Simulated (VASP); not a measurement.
# GaN (F-43m) in VASP: further runs, part 2 of 2

VASP 6.6.1. The steps go on from the part before.

### Step 3. Single point, r2SCAN

File POSCAR:

```
GaN
1.0
    0.0000000000      2.2742384951      2.2742384951
    2.2742384951      0.0000000000      2.2742384951
    2.2742384951      2.2742384951      0.0000000000
Ga N
1 1
Direct
    0.0000000000      0.0000000000      0.0000000000
    0.7500000000      0.7500000000      0.7500000000
```

File INCAR.step1:

```
ALGO = Normal ; EDIFF = 1E-4
ENCUT = 520 ; GGA = PE
ISMEAR = 0 ; LASPH = T
LCHARG = F ; LREAL = F
LWAVE = T ; NBANDS = 16
NELM = 100 ; PREC = Accurate
SIGMA = 0.02
```

File INCAR.step2:

```
ALGO = Normal ; EDIFF = 1E-6
ENCUT = 520 ; ISIF = 2
ISMEAR = 0 ; ISTART = 1
LASPH = T ; LCHARG = F
LMIXTAU = T ; LREAL = F
LWAVE = F ; METAGGA = R2SCAN
NBANDS = 16 ; NELM = 100
PREC = Accurate ; SIGMA = 0.02
```

File KPOINTS:

```
k-points
0
Gamma
  10 10 10
```

Potentials or basis: VASP PAW PBE potentials, release 64 (Ga_d, N).

Launch:

```bash
> cat potpaw_PBE.64/Ga_d/POTCAR potpaw_PBE.64/N/POTCAR > POTCAR
> cp INCAR.step1 INCAR
> mpirun -np 1 vasp_std > vasp.out
> cp INCAR.step2 INCAR
> mpirun -np 1 vasp_std > vasp.out
```

OUTCAR:

```text
EDIFF = 1E-6
   ENCUT = 520
   ISIF = 2
   ISMEAR = 0
   ISTART = 1
   LASPH = T
   LREAL = F
   METAGGA = R2SCAN
   NELM = 100
   PREC = Accurate

 ion  position               nearest neighbor table
   1  0.000  0.000  0.000-   2 1.97   2 1.97   2 1.97   2 1.97
   2  0.750  0.750  0.750-   1 1.97   1 1.97   1 1.97   1 1.97

  LATTYP: Found a face centered cubic cell.
 ALAT       =     4.5484769902

  Lattice vectors:

 A1 = (   0.0000000000,   2.2742384951,   2.2742384951)
 A2 = (   2.2742384951,   0.0000000000,   2.2742384951)
 A3 = (   2.2742384951,   2.2742384951,   0.0000000000)

Analysis of symmetry for initial positions (statically):
=====================================================================
 Subroutine PRICEL returns:
 Original cell was already a primitive cell.

 Routine SETGRP: Setting up the symmetry group for a
 face centered cubic supercell.

 Subroutine GETGRP returns: Found 24 space group operations
 (whereof 24 operations were pure point group operations)
 out of a pool of 48 trial point group operations.

The static configuration has the point symmetry T_d .

Analysis of symmetry for dynamics (positions and initial velocities):
=====================================================================
 Subroutine PRICEL returns:
 Original cell was already a primitive cell.

 Routine SETGRP: Setting up the symmetry group for a
 face centered cubic supercell.

 Subroutine GETGRP returns: Found 24 space group operations
 (whereof 24 operations were pure point group operations)
 out of a pool of 48 trial point group operations.

The dynamic configuration has the point symmetry T_d .

 Subroutine INISYM returns: Found 24 space group operations
 (whereof 24 operations are pure point group operations),
 and found     1 'primitive' translations

----------------------------------------------------------------------------------------

                                     Primitive cell

  volume of cell :      23.5255

  direct lattice vectors                    reciprocal lattice vectors
     0.000000000  2.274238495  2.274238495    -0.219853811  0.219853811  0.219853811
     2.274238495  0.000000000  2.274238495     0.219853811 -0.219853811  0.219853811
     2.274238495  2.274238495  0.000000000     0.219853811  0.219853811 -0.219853811

  length of vectors
     3.216258924  3.216258924  3.216258924     0.380797971  0.380797971  0.380797971

  position of ions in fractional coordinates (direct lattice)
     0.000000000  0.000000000  0.000000000
     0.750000000  0.750000000  0.750000000

  ion indices of the primitive-cell ions
   primitive index   ion index
                 1           1
                 2           2

----------------------------------------------------------------------------------------

 KPOINTS: k-points

Automatic generation of k-mesh.
 Grid dimensions read from file:
 generate k-points for:   10   10   10

 Generating k-lattice:

  Cartesian coordinates                     Fractional coordinates (reciprocal lattice)
    -0.021985381  0.021985381  0.021985381     0.100000000  0.000000000  0.000000000
     0.021985381 -0.021985381  0.021985381     0.000000000  0.100000000  0.000000000
     0.021985381  0.021985381 -0.021985381     0.000000000  0.000000000  0.100000000

  Length of vectors
     0.038079797  0.038079797  0.038079797

  Shift w.r.t. Gamma in fractional coordinates (k-lattice)
     0.000000000  0.000000000  0.000000000

 Subroutine IBZKPT returns following result:
 ===========================================

 Found     47 irreducible k-points:

 Following reciprocal coordinates:
            Coordinates               Weight
  0.000000  0.000000  0.000000      1.000000
  0.100000  0.000000  0.000000      8.000000
  0.200000  0.000000  0.000000      8.000000
  0.300000  0.000000  0.000000      8.000000
  0.400000  0.000000  0.000000      8.000000
  0.500000  0.000000  0.000000      4.000000
[... 16 lines left out ...]
  0.300000  0.300000  0.000000      6.000000
  0.400000  0.300000  0.000000     24.000000
 [... further k-points ...]
   k-points           NKPTS =     47   k-points in BZ     NKDIM =     47   number of bands    NBANDS=     16
   number of dos      NEDOS =    301   number of ions     NIONS =      2
   total plane-waves  NPLWV =  13824
   dimension x,y,z NGX =    24 NGY =   24 NGZ =   24
   dimension x,y,z NGXF=    48 NGYF=   48 NGZF=   48
   ions per type =               1   1
   NGX,Y,Z   is equivalent  to a cutoff of  12.41, 12.41, 12.41 a.u.
   NGXF,Y,Z  is equivalent  to a cutoff of  24.81, 24.81, 24.81 a.u.
 SYSTEM =  unknown system
   PREC   = accura    normal or accurate (medium, high low for compatibility)
   ISTART =      1    job   : 0-new  1-cont  2-samecut
   ICHARG =      0    charge: 1-file 2-atom 10-const
   ISPIN  =      1    spin polarized calculation?
   LNONCOLLINEAR =      F non collinear calculations
   LSORBIT =      F    spin-orbit coupling
   LASPH  =      T    aspherical Exc in radial PAW
   ENCUT  =  520.0 eV  38.22 Ry    6.18 a.u.   5.98  5.98  5.98*2*pi/ulx,y,z
   NELM   =    100;   NELMIN=  2; NELMDL=  0     # of ELM steps
   EDIFF  = 0.1E-05   stopping-criterion for ELM
   LREAL  =      F    real-space projection
   EDIFFG = 0.1E-04   stopping-criterion for IOM
   NSW    =      0    number of steps for IOM
   IBRION =     -1    ionic relax: 0-MD 1-quasi-New 2-CG
   NFREE  =      0    steps in history (QN), initial steepest desc. (CG)
   ISIF   =      2    stress and relaxation
   ISYM   =      2    0-nonsym 1-usesym 2-fastsym
   POTIM  = 0.5000    time-step for ionic-motion
   TEBEG  =    0.0;   TEEND  =   0.0 temperature during run
   PSTRESS=    0.0 pullay stress
   NELECT =      18.0000    total number of electrons
   NUPDOWN=      -1.0000    fix difference up-down
   EMIN   =  10.00;   EMAX   =-10.00  energy-range for DOS
   EFERMI =   0.00;   METHOD = LEGACY
   ISMEAR =     0;   SIGMA  =   0.02  broadening in eV -4-tet -1-fermi 0-gaus
   EFERMI_NEDOS =   21; number of points for ismear=-14 and -15
   IALGO  =     38    algorithm
   IMIX   =      4    mixing-type and parameters
     AMIX     =   0.40;   BMIX     =  1.00
     AMIX_MAG =   1.60;   BMIX_MAG =  1.00
  volume/ion in A,a.u.               =      11.76        79.38
  Fermi-wavevector in a.u.,A,eV,Ry     =   1.497337  2.829557 30.504523  2.242019
  Thomas-Fermi vector in A             =   2.609238
   LORBIT       =      0    0 simple, 1 ext, 2 COOP (PROOUT), +10 PAW based schemes
   METAGGA = R2SCAN    functional components
   LHFCALC =     F    Hartree Fock is set to
   AEXX    =    0.0000 exact exchange contribution
   IVDW    =     0    specifies the selected vdW correction
   LEPSILON=     F    determine dielectric tensor
   LRPA    =     F    only Hartree local field effects (RPA)
 non-spin polarized calculation
 Gauss-broadening in eV      SIGMA  =   0.02
  energy-cutoff  :      520.00
  volume of cell :       23.53
 maximum number of plane-waves:       644
   NGX = 11   NGY = 11   NGZ = 11

 number of electron      17.9999986 magnetization

 Free energy of the ion-electron system (eV)
  ---------------------------------------------------
  ext. energy  EPLUGINS =         0.00000000
  ---------------------------------------------------
  free energy    TOTEN  =       -21.88671413 eV

  energy without entropy =      -21.88671413  energy(sigma->0) =      -21.88671413

 E-fermi :   4.8066     XC(G=0): -12.4739

 val. band max:        4.7225126706   @ k =   0.0000   0.0000   0.0000
 cond. band min:       6.6587554514   @ k =   0.0000   0.0000   0.0000
 fundamental gap:      1.9362427809
 Fermi energy:         4.8066050267

 k-point     1 :       0.0000    0.0000    0.0000
  band No.  band energies     occupation
      1     -11.7754      2.00000
      2      -9.0911      2.00000
      3      -9.0911      2.00000
      4      -9.0910      2.00000
      5      -8.7692      2.00000
      6      -8.7692      2.00000
[... 8 lines left out ...]
     15      24.2285      0.00000
     16      24.2285      0.00000

 k-point     2 :       0.1000    0.0000    0.0000
  band No.  band energies     occupation
      1     -11.6710      2.00000
      2      -9.0780      2.00000
      3      -9.0779      2.00000
      4      -9.0491      2.00000
      5      -8.7703      2.00000
      6      -8.7703      2.00000
[... 8 lines left out ...]
     15      22.8344      0.00000
     16      22.8950      0.00000
[... 387 lines left out ...]
      5      -8.7212      2.00000
      6      -8.3313      2.00000
[... 8 lines left out ...]
     15      27.2720      0.00000
     16      27.7584      0.00000

 k-point    24 :       0.4000    0.3000    0.0000
  band No.  band energies     occupation
      1     -10.8185      2.00000
      2      -8.9448      2.00000
      3      -8.8747      2.00000
      4      -8.8712      2.00000
      5      -8.7121      2.00000
      6      -7.9192      2.00000
[... 8 lines left out ...]
     15      27.6115      0.00000
     16      27.7282      0.00000

 [... further k-points ...]
[... 5 lines left out ...]
  --------------------------------------------------------------------------------------
  -------------------------------------------------------------------------------------
  Total       -0.7600487     -0.7600487     -0.7600487      0.0000000      0.0000000      0.0000000
  in kB      -51.7623511    -51.7623511    -51.7623511      0.0000000      0.0000000      0.0000000
  external PRESSURE =     -51.7623511 kB  Pullay stress =       0.0000000 kB

 VOLUME and BASIS-vectors are now :
 -----------------------------------------------------------------------------
  energy-cutoff  :      520.00
  volume of cell :       23.53
      direct lattice vectors                 reciprocal lattice vectors
     0.000000000  2.274238495  2.274238495    -0.219853811  0.219853811  0.219853811
     2.274238495  0.000000000  2.274238495     0.219853811 -0.219853811  0.219853811
     2.274238495  2.274238495  0.000000000     0.219853811  0.219853811 -0.219853811

 POSITION                                       TOTAL-FORCE (eV/Angst)
 -----------------------------------------------------------------------------------
      0.00000      0.00000      0.00000        -0.000000      0.000000      0.000000
      3.41136      3.41136      3.41136         0.000000     -0.000000     -0.000000
 -----------------------------------------------------------------------------------
    total drift:                               -0.000013     -0.000013     -0.000013

  FREE ENERGIE OF THE ION-ELECTRON SYSTEM (eV)
  ---------------------------------------------------
  free  energy   TOTEN  =       -21.8867141308 eV

  energy  without entropy=      -21.8867141308  energy(sigma->0) =      -21.88671413
```

OSZICAR.step1:

```text
N       E                     dE             d eps       ncg     rms          rms(c)
DAV:   1     0.856475891915E+02    0.85648E+02   -0.93361E+03  1664   0.202E+03
DAV:   2    -0.775007062168E+01   -0.93398E+02   -0.87149E+02  1728   0.337E+02
DAV:   3    -0.140358518998E+02   -0.62858E+01   -0.62608E+01  1776   0.726E+01
DAV:   4    -0.141101902617E+02   -0.74338E-01   -0.74333E-01  1864   0.859E+00
DAV:   5    -0.141112251581E+02   -0.10349E-02   -0.10349E-02  1800   0.917E-01    0.762E+00
DAV:   6    -0.121559646862E+02    0.19553E+01   -0.49454E+00  2264   0.389E+01    0.269E+00
DAV:   7    -0.121613672228E+02   -0.54025E-02   -0.30592E-01  1672   0.667E+00    0.176E+00
DAV:   8    -0.121577476401E+02    0.36196E-02   -0.63365E-02  1696   0.319E+00    0.838E-01
DAV:   9    -0.121532376280E+02    0.45100E-02   -0.13967E-02  2296   0.258E+00    0.222E-01
DAV:  10    -0.121536458666E+02   -0.40824E-03   -0.14151E-03  1680   0.484E-01    0.114E-01
DAV:  11    -0.121535480101E+02    0.97856E-04   -0.24118E-04  1504   0.258E-01
   1 F= -.12153548E+02 E0= -.12153548E+02  d E =-.379655E-13
```

Wall time 2.2 min (1 thread of AMD EPYC 7R13, shared host); peak memory 0.12 GiB.

Results:

```yaml
Free_energy: -21.8867 eV
Pressure: -5.2 GPa
Band_gap_on_the_k_mesh: 1.94 eV, direct
```

Levels at points of the mesh, in eV from the valence-band top:
```tsv
k point	band 5	band 6	band 7	band 8	band 9	band 10	band 11	band 12	band 13	band 14
(0.00, 0.00, 0.00)	-13.49	-13.49	0.00	0.00	0.00	1.94	10.82	10.82	10.82	18.17
(0.50, 0.00, 0.00)	-13.45	-12.37	-6.98	-0.96	-0.96	4.97	9.29	10.85	10.85	16.25
(0.50, 0.50, 0.00)	-13.42	-11.98	-6.10	-2.69	-2.69	3.75	7.07	12.37	14.64	14.64
```

Caveat: the PAW data sets were made with another functional, which shifts forces and pressure a little. r2SCAN opens gaps a little over a GGA but as a rule still falls short of measured ones.

### Step 4. Single point, r2SCAN

POSCAR is that of step 3.

File INCAR.step1:

```
SYSTEM = GaN
  PREC = Accurate
  ENCUT = 520
  ISMEAR = 0
  SIGMA = 0.02
  LREAL = .FALSE.
  LASPH = .TRUE.
  NELM = 60
  NBANDS = 16
  GGA = PE
  ALGO = Normal
  EDIFF = 1E-4
  LWAVE = .TRUE.
  LCHARG = .FALSE.
```

File INCAR.step2:

```
SYSTEM = GaN
  PREC = Accurate
  ENCUT = 520
  EDIFF = 1E-6
  ISMEAR = 0
  SIGMA = 0.02
  LREAL = .FALSE.
  LASPH = .TRUE.
  NELM = 60
  ALGO = Normal
  ISIF = 2
  LWAVE = .FALSE.
  LCHARG = .TRUE.
  METAGGA = R2SCAN
  LMIXTAU = .TRUE.
  LELF = .TRUE.
  LVHAR = .TRUE.
  NBANDS = 16
  ISTART = 1
```

File KPOINTS:

```
regular mesh
0
G
  10 10 10
  0 0 0
```

Launch:

```bash
> cat potpaw_PBE.64/Ga_d/POTCAR potpaw_PBE.64/N/POTCAR > POTCAR
> cp INCAR.step1 INCAR
> mpirun -np 1 vasp_std > vasp.out
> cp INCAR.step2 INCAR
> mpirun -np 1 vasp_std > vasp.out
```

It took 2.1 min on 1 thread of AMD EPYC 7R13, shared host; peak memory 0.12 GiB.

Results (log left out):

- Free energy: -21.8867 eV
- Pressure: -5.2 GPa
- Band gap on the k mesh: 1.94 eV, direct

Levels at points of the mesh, in eV from the valence-band top:
| k point | band 7 | band 8 | band 9 | band 10 | band 11 | band 12 |
| --- | --- | --- | --- | --- | --- | --- |
| (0.00, 0.00, 0.00) | 0.00 | 0.00 | 0.00 | 1.94 | 10.82 | 10.82 |
| (0.50, 0.00, 0.00) | -6.98 | -0.96 | -0.96 | 4.97 | 9.29 | 10.85 |
| (0.50, 0.50, 0.00) | -6.10 | -2.69 | -2.69 | 3.75 | 7.07 | 12.37 |

Caveat: the PAW data sets were made with another functional, which shifts forces and pressure a little.
